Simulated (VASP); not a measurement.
Here is a VASP 6.6.1 calculation.

Contents of INCAR:

```
SYSTEM = Se
  ALGO = Normal
  EDIFF = 1E-7
  ENCUT = 520
  GGA = PE
  ISIF = 2
  ISMEAR = 1
  LASPH = .TRUE.
  LCHARG = .FALSE.
  LREAL = .FALSE.
  LWAVE = .FALSE.
  NBANDS = 9
  NELM = 100
  PREC = Accurate
  SIGMA = 0.1
```

The input KPOINTS:

```
k-points
0
G
  13 13 13
  0 0 0
```

POSCAR

```
Se
1.0
   -1.6584771852      1.6584771852      1.6584771852
    1.6584771852     -1.6584771852      1.6584771852
    1.6584771852      1.6584771852     -1.6584771852
Se
1
Direct
    0.0000000000      0.0000000000      0.0000000000
```

Potentials or basis: VASP PAW PBE potentials, release 64 (Se).

Launch:

```bash
$ cat potpaw_PBE.64/Se/POTCAR > POTCAR
$ mpirun -np 1 vasp_std > vasp.out
```

Q: Predict the band gap on the k mesh.

A: Zero (band 3 reaches 10.45 eV, above the bottom of band 4 at 3.07 eV).

Q: Estimate the pressure.

A: 10.1 GPa.
